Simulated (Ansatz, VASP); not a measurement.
**HfO2 in VASP and in Ansatz**

```
Hf O
1.0
     4.83820    0.00000    0.00000
     0.00000    4.83820    0.00000
     0.00000    0.00000    3.34916
Hf O
2 4
Cartesian
  0.0000 0.0000 0.0000
  2.4191 2.4191 1.6746
  0.9339 3.9043 1.6746
  1.4852 1.4852 0.0000
  3.3530 3.3530 0.0000
  3.9043 0.9339 1.6746
```

Alike in both runs: task single point; functional r2SCAN; k mesh 6 × 6 × 8; occupations gaussian, width 0.02 eV; no spin polarisation.

|  | VASP | Ansatz |
| --- | --- | --- |
| version | VASP 6.6.1 | Ansatz 0.2.0 |
| potentials or method | VASP PAW PBE potentials, release 64 (Hf_pv, O), cutoff 520 eV | scalar-relativistic, plane waves, PAW |
| valence electrons in the cell | 44 | 76 |

Ansatz gave:

* gap on the k mesh at the Fermi level (eV): 4.38
* least direct gap on the mesh (eV): 4.38
* pressure (GPa): -9.6
* traceless stress, the component that is largest in VASP (GPa): -7.98
* rms of the force components (eV/Å): 0.000

**Question.** Estimate VASP's values.

**Answer.** gap on the k mesh at the Fermi level (eV): 4.33; least direct gap on the mesh (eV): 4.33; pressure (GPa): -12.5; traceless stress, the component that is largest in VASP (GPa): -8.56; rms of the force components (eV/Å): 0.013.

VASP's potentials were made for PBE, not for r2SCAN. Atom by atom the forces differ by 0.013 eV/Å (rms over components). VASP's potentials hold 44 valence electrons a cell and Ansatz's 76, so a difference there can come from the potentials and not from the codes.

Spin-orbit coupling is off throughout.
